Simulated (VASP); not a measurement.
# Hf2O (P-31m) in VASP: single point with PBE

Aim: the single point of Hf2O with PBE.

All numbers are computed with VASP 6.6.1; they aren't measurements. Logs are shortened: lines on timing, memory, paths and dates and some standing lists are left out, and cuts for length are marked.

## (1) The cell of the first run

Symmetry: P-31m, No. 162, trigonal system. Conventional cell: a = 5.599 Å, b = 5.599 Å, c = 5.156 Å, α = 90.00°, β = 90.00°, γ = 120.00°. Within 3.0 Å of Hf (site symmetry m) lie 3 O at 2.25 to 2.29 Å. O (site symmetry -3m) has 6 Hf at 2.25 Å within 3.0 Å. O (site symmetry 32) has 6 Hf at 2.29 Å within 3.0 Å.

## (2) Single point, PBE

POSCAR

```
Hf2O
1.0
    5.5992549822      0.0000000000      0.0000000000
   -2.7996274911      4.8490970569      0.0000000000
    0.0000000000      0.0000000000      5.1556135855
Hf O
6 3
Direct
    0.6662341818      0.0000000000      0.7563107498
    0.6662341818      0.6662341818      0.2436892502
    0.0000000000      0.6662341818      0.7563107498
    0.3337658182      0.0000000000      0.2436892502
    0.3337658182      0.3337658182      0.7563107498
    0.0000000000      0.3337658182      0.2436892502
    0.0000000000      0.0000000000      0.0000000000
    0.3333333333      0.6666666667      0.5000000000
    0.6666666667      0.3333333333      0.5000000000
```

INCAR.step1

```
SYSTEM = Hf2O
  PREC = Accurate
  ENCUT = 520
  EDIFF = 1E-6
  ISMEAR = 0
  SIGMA = 0.1
  LREAL = .False.
  LASPH = .True.
  NELM = 60
  ALGO = Normal
  ISIF = 2
  LWAVE = .False.
  LCHARG = .True.
  LMAXMIX = 4
  GGA = PE
  NBANDS = 49
```

KPOINTS.step1

```
regular mesh
0
Gamma
  6 6 6
  0 0 0
```

INCAR.step2

```
SYSTEM = Hf2O
  PREC = Accurate
  ENCUT = 520
  EDIFF = 1E-6
  ISMEAR = -5
  SIGMA = 0.1
  LREAL = .False.
  LASPH = .True.
  NELM = 60
  ALGO = Normal
  ISIF = 2
  LWAVE = .False.
  LCHARG = .False.
  LMAXMIX = 4
  GGA = PE
  LORBIT = 11
  NBANDS = 49
  NEDOS = 2001
  ICHARG = 11
```

KPOINTS.step2

```
regular mesh
0
Gamma
  9 9 9
  0 0 0
```

Potentials or basis: VASP PAW PBE potentials, release 64 (Hf_pv, O).

On the command line:

```
$ cat potpaw_PBE.64/Hf_pv/POTCAR potpaw_PBE.64/O/POTCAR > POTCAR
$ cp INCAR.step1 INCAR
$ cp KPOINTS.step1 KPOINTS
$ mpirun -np 1 vasp_std > vasp.out
$ cp INCAR.step2 INCAR
$ cp KPOINTS.step2 KPOINTS
$ mpirun -np 1 vasp_std > vasp.out
```

OUTCAR:

```text
SYSTEM = Hf2O
   PREC = Accurate
   ENCUT = 520
   EDIFF = 1E-6
   ISMEAR = -5
   LREAL = .False.
   LASPH = .True.
   NELM = 60
   ISIF = 2
   GGA = PE
   LORBIT = 11
   ICHARG = 11

 ion  position               nearest neighbor table
   1  0.666  0.000  0.756-   7 2.25   9 2.29   8 2.29   4 3.13   6 3.13   2 3.13   5 3.23   3 3.23
                             5 3.23   3 3.23   4 3.23   2 3.24   6 3.24   3 3.24   5 3.24
   2  0.666  0.666  0.244-   7 2.25   8 2.29   9 2.29   5 3.13   3 3.13   1 3.13   6 3.23   6 3.23
                             4 3.23   4 3.23   5 3.23   3 3.24   1 3.24   4 3.24   6 3.24
   3  0.000  0.666  0.756-   7 2.25   8 2.29   9 2.29   6 3.13   2 3.13   4 3.13   5 3.23   5 3.23
                             1 3.23   1 3.23   6 3.23   2 3.24   4 3.24   1 3.24   5 3.24
   4  0.334  0.000  0.244-   7 2.25   8 2.29   9 2.29   1 3.13   5 3.13   3 3.13   2 3.23   6 3.23
                             2 3.23   6 3.23   1 3.23   3 3.24   5 3.24   6 3.24   2 3.24
   5  0.334  0.334  0.756-   7 2.25   9 2.29   8 2.29   2 3.13   6 3.13   4 3.13   3 3.23   3 3.23
                             1 3.23   1 3.23   2 3.23   6 3.24   4 3.24   1 3.24   3 3.24
   6  0.000  0.334  0.244-   7 2.25   9 2.29   8 2.29   3 3.13   5 3.13   1 3.13   2 3.23   2 3.23
                             4 3.23   4 3.23   3 3.23   5 3.24   1 3.24   4 3.24   2 3.24
   7  0.000  0.000  0.000-   1 2.25   4 2.25   3 2.25   2 2.25   5 2.25   6 2.25
   8  0.333  0.667  0.500-   3 2.29   4 2.29   6 2.29   1 2.29   2 2.29   5 2.29
   9  0.667  0.333  0.500-   6 2.29   1 2.29   3 2.29   4 2.29   5 2.29   2 2.29

  LATTYP: Found a hexagonal cell.
 ALAT       =     5.5992549822
 C/A-ratio  =     0.9207677811

  Lattice vectors:

 A1 = (   5.5992549822,   0.0000000000,   0.0000000000)
 A2 = (  -2.7996274911,   4.8490970569,   0.0000000000)
 A3 = (   0.0000000000,   0.0000000000,   5.1556135855)

Analysis of symmetry for initial positions (statically):
=====================================================================
 Subroutine PRICEL returns:
 Original cell was already a primitive cell.

 Routine SETGRP: Setting up the symmetry group for a
 hexagonal supercell.

 Subroutine GETGRP returns: Found 12 space group operations
 (whereof 12 operations were pure point group operations)
 out of a pool of 24 trial point group operations.

The static configuration has the point symmetry D_3d.

Analysis of symmetry for dynamics (positions and initial velocities):
=====================================================================
 Subroutine PRICEL returns:
 Original cell was already a primitive cell.

 Routine SETGRP: Setting up the symmetry group for a
 hexagonal supercell.

 Subroutine GETGRP returns: Found 12 space group operations
 (whereof 12 operations were pure point group operations)
 out of a pool of 24 trial point group operations.

The dynamic configuration has the point symmetry D_3d.

 Subroutine INISYM returns: Found 12 space group operations
 (whereof 12 operations are pure point group operations),
 and found     1 'primitive' translations

----------------------------------------------------------------------------------------

                                     Primitive cell

  volume of cell :     139.9818

  direct lattice vectors                    reciprocal lattice vectors
     5.599254982  0.000000000  0.000000000     0.178595189  0.103111980  0.000000000
    -2.799627491  4.849097057  0.000000000     0.000000000  0.206223961  0.000000000
     0.000000000  0.000000000  5.155613586     0.000000000  0.000000000  0.193963334

  length of vectors
     5.599254982  5.599254982  5.155613586     0.206223961  0.206223961  0.193963334

  position of ions in fractional coordinates (direct lattice)
     0.666234182  0.000000000  0.756310750
     0.666234182  0.666234182  0.243689250
     0.000000000  0.666234182  0.756310750
     0.333765818  0.000000000  0.243689250
     0.333765818  0.333765818  0.756310750
     0.000000000  0.333765818  0.243689250
     0.000000000  0.000000000  0.000000000
     0.333333333  0.666666667  0.500000000
     0.666666667  0.333333333  0.500000000

  ion indices of the primitive-cell ions
   primitive index   ion index
                 1           1
                 2           2
                 3           3
                 4           4
                 5           5
                 6           6
                 7           7
                 8           8
                 9           9

----------------------------------------------------------------------------------------

 KPOINTS: regular mesh

Automatic generation of k-mesh.
 Grid dimensions read from file:
 generate k-points for:    9    9    9

 Generating k-lattice:

  Cartesian coordinates                     Fractional coordinates (reciprocal lattice)
     0.019843910  0.011456887  0.000000000     0.111111111  0.000000000  0.000000000
     0.000000000  0.022913773  0.000000000     0.000000000  0.111111111  0.000000000
     0.000000000  0.000000000  0.021551482     0.000000000  0.000000000  0.111111111

  Length of vectors
     0.022913773  0.022913773  0.021551482

  Shift w.r.t. Gamma in fractional coordinates (k-lattice)
     0.000000000  0.000000000  0.000000000

 TETIRR: Found   1383 inequivalent tetrahedra from     4374

 Subroutine IBZKPT returns following result:
 ===========================================

 Found     88 irreducible k-points:

 Following reciprocal coordinates:
            Coordinates               Weight
  0.000000  0.000000  0.000000      1.000000
  0.111111  0.000000  0.000000      6.000000
  0.222222  0.000000  0.000000      6.000000
  0.333333  0.000000  0.000000      6.000000
  0.444444  0.000000  0.000000      6.000000
  0.111111  0.111111  0.000000      6.000000
[... 16 lines left out ...]
 -0.111111  0.444444  0.111111     12.000000
  0.444444  0.111111  0.111111      6.000000
 [... further k-points ...]
   k-points           NKPTS =     88   k-points in BZ     NKDIM =     88   number of bands    NBANDS=     49
   number of dos      NEDOS =   2001   number of ions     NIONS =      9
   total plane-waves  NPLWV =  70560
   dimension x,y,z NGX =    42 NGY =   42 NGZ =   40
   dimension x,y,z NGXF=    84 NGYF=   84 NGZF=   80
   ions per type =               6   3
   NGX,Y,Z   is equivalent  to a cutoff of  12.47, 12.47, 12.90 a.u.
   NGXF,Y,Z  is equivalent  to a cutoff of  24.94, 24.94, 25.80 a.u.
 SYSTEM =  Hf2O
   PREC   = accura    normal or accurate (medium, high low for compatibility)
   ISTART =      0    job   : 0-new  1-cont  2-samecut
   ICHARG =     11    charge: 1-file 2-atom 10-const
   ISPIN  =      1    spin polarized calculation?
   LNONCOLLINEAR =      F non collinear calculations
   LSORBIT =      F    spin-orbit coupling
   LASPH  =      T    aspherical Exc in radial PAW
   ENCUT  =  520.0 eV  38.22 Ry    6.18 a.u.  10.41 10.41  9.59*2*pi/ulx,y,z
   NELM   =     60;   NELMIN=  2; NELMDL=  0     # of ELM steps
   EDIFF  = 0.1E-05   stopping-criterion for ELM
   LREAL  =      F    real-space projection
   EDIFFG = 0.1E-04   stopping-criterion for IOM
   NSW    =      0    number of steps for IOM
   IBRION =     -1    ionic relax: 0-MD 1-quasi-New 2-CG
   NFREE  =      0    steps in history (QN), initial steepest desc. (CG)
   ISIF   =      2    stress and relaxation
   ISYM   =      2    0-nonsym 1-usesym 2-fastsym
   POTIM  = 0.5000    time-step for ionic-motion
   TEBEG  =    0.0;   TEEND  =   0.0 temperature during run
   PSTRESS=    0.0 pullay stress
   NELECT =      78.0000    total number of electrons
   NUPDOWN=      -1.0000    fix difference up-down
   EMIN   =  10.00;   EMAX   =-10.00  energy-range for DOS
   EFERMI =   0.00;   METHOD = LEGACY
   ISMEAR =    -5;   SIGMA  =   0.10  broadening in eV -4-tet -1-fermi 0-gaus
   EFERMI_NEDOS =   21; number of points for ismear=-14 and -15
   IALGO  =     38    algorithm
   IMIX   =      4    mixing-type and parameters
     AMIX     =   0.40;   BMIX     =  1.00
     AMIX_MAG =   1.60;   BMIX_MAG =  1.00
  volume/ion in A,a.u.               =      15.55       104.96
  Fermi-wavevector in a.u.,A,eV,Ry     =   1.347150  2.545744 24.692022  1.814812
  Thomas-Fermi vector in A             =   2.474924
   LORBIT       =     11    0 simple, 1 ext, 2 COOP (PROOUT), +10 PAW based schemes
   GGA     = PE    functional components
   LHFCALC =     F    Hartree Fock is set to
   AEXX    =    0.0000 exact exchange contribution
   IVDW    =     0    specifies the selected vdW correction
   LEPSILON=     F    determine dielectric tensor
   LRPA    =     F    only Hartree local field effects (RPA)
 non-spin polarized calculation
 Fermi weights with tetrahedron method with Bloechl corrections
  energy-cutoff  :      520.00
  volume of cell :      139.98
 maximum number of plane-waves:      3811
 NGX is ok and might be reduce to    42

 number of electron      78.0000003 magnetization

 Free energy of the ion-electron system (eV)
  ---------------------------------------------------
  ext. energy  EPLUGINS =         0.00000000
  ---------------------------------------------------
  free energy    TOTEN  =       -90.40668609 eV

  energy without entropy =      -90.40668609  energy(sigma->0) =      -90.40668609

 E-fermi :   6.0315     XC(G=0): -11.8891

 val. band max:        6.0467850251   @ k =  -0.1111   0.2222   0.2222
 cond. band min:       6.0423927488   @ k =   0.3333   0.2222   0.3333
 fundamental gap:     -0.0043922763
 Fermi energy:         6.0314592678

 k-point     1 :       0.0000    0.0000    0.0000
  band No.  band energies     occupation
      1     -25.5571      2.00000
      2     -25.0981      2.00000
      3     -24.9837      2.00000
      4     -24.9836      2.00000
      5     -24.9267      2.00000
      6     -24.9267      2.00000
[... 41 lines left out ...]
     48       8.3130      0.00000
     49       9.5995      0.00000

 k-point     2 :       0.1111    0.0000    0.0000
  band No.  band energies     occupation
      1     -25.5447      2.00000
      2     -25.1089      2.00000
      3     -25.0089      2.00000
      4     -25.0053      2.00000
      5     -24.9326      2.00000
      6     -24.9067      2.00000
[... 41 lines left out ...]
     48       8.3802      0.00000
     49       9.5877      0.00000

 k-point     3 :       0.2222    0.0000    0.0000
  band No.  band energies     occupation
      1     -25.5086      2.00000
      2     -25.1392      2.00000
      3     -25.0340      2.00000
      4     -25.0283      2.00000
      5     -24.9556      2.00000
      6     -24.8966      2.00000
[... 1081 lines left out ...]
     48       9.1975      0.00000
     49       9.2524      0.00000

 k-point    24 :       0.4444    0.1111    0.1111
  band No.  band energies     occupation
      1     -25.3766      2.00000
      2     -25.2450      2.00000
      3     -25.1270      2.00000
      4     -24.9911      2.00000
      5     -24.9693      2.00000
      6     -24.8571      2.00000
[... 41 lines left out ...]
     48       9.4508      0.00000
     49       9.6361      0.00000

 [... further k-points ...]

------------------------ aborting loop because EDIFF is reached ----------------------------------------

  FORCE on cell =-STRESS in cart. coord.  units (eV):
  Direction    XX          YY          ZZ          XY          YZ          ZX
  --------------------------------------------------------------------------------------
  -------------------------------------------------------------------------------------
  Total       -1.4859357     -1.4859357     -1.2811888      0.0000000      0.0000000     -0.0000000
  in kB      -17.0074462    -17.0074462    -14.6639931      0.0000000      0.0000000     -0.0000000
  external PRESSURE =     -16.2262951 kB  Pullay stress =       0.0000000 kB

 VOLUME and BASIS-vectors are now :
 -----------------------------------------------------------------------------
  energy-cutoff  :      520.00
  volume of cell :      139.98
      direct lattice vectors                 reciprocal lattice vectors
     5.599254982  0.000000000  0.000000000     0.178595189  0.103111980  0.000000000
    -2.799627491  4.849097057  0.000000000     0.000000000  0.206223961  0.000000000
     0.000000000  0.000000000  5.155613586     0.000000000  0.000000000  0.193963334

 POSITION                                       TOTAL-FORCE (eV/Angst)
 -----------------------------------------------------------------------------------
      3.73042      0.00000      3.89925        -0.011077      0.000000      0.000279
      1.86521      3.23063      1.25637        -0.005538     -0.009593     -0.000279
     -1.86521      3.23063      3.89925         0.005538     -0.009593      0.000279
      1.86884      0.00000      1.25637         0.011077      0.000000     -0.000279
      0.93442      1.61846      3.89925         0.005538      0.009593      0.000279
     -0.93442      1.61846      1.25637        -0.005538      0.009593     -0.000279
      0.00000      0.00000      0.00000         0.000000      0.000000     -0.000000
     -0.00000      3.23273      2.57781         0.000000      0.000000      0.000000
      2.79963      1.61637      2.57781         0.000000      0.000000      0.000000
 -----------------------------------------------------------------------------------
    total drift:                               -0.000000      0.000000     -0.000000

  FREE ENERGIE OF THE ION-ELECTRON SYSTEM (eV)
  ---------------------------------------------------
  free  energy   TOTEN  =       -90.4066860873 eV

  energy  without entropy=      -90.4066860873  energy(sigma->0) =      -90.40668609

 total charge

# of ion       s       p       d       tot
------------------------------------------
    1        0.327   6.441   1.590   8.357
    2        0.327   6.441   1.590   8.357
    3        0.327   6.441   1.590   8.357
    4        0.327   6.441   1.590   8.357
    5        0.327   6.441   1.590   8.357
    6        0.327   6.441   1.590   8.357
    7        1.556   3.497   0.000   5.053
    8        1.559   3.472   0.000   5.031
    9        1.559   3.472   0.000   5.031
--------------------------------------------------
tot          6.633  49.088   9.539  65.260
```

Wall time 6.8 min (1 thread of Intel Xeon Platinum 8559C (Emerald Rapids), shared host); peak memory 0.53 GiB.

What came out:

```
Valence electrons inside the program's atomic spheres : Hf 8.36; O 5.05, 5.03 (each value once)
```

Levels at points of the mesh, in eV from the Fermi level:
```csv
k point,band 37,band 38,band 39,band 40,band 41,band 42
"(0.00, 0.00, 0.00)",-0.68,-0.57,0.72,0.81,0.81,1.44
```

Caveat: spin-orbit coupling is left out, which moves the levels of the heavy elements; tetrahedron occupations give inexact forces and stress in metals.
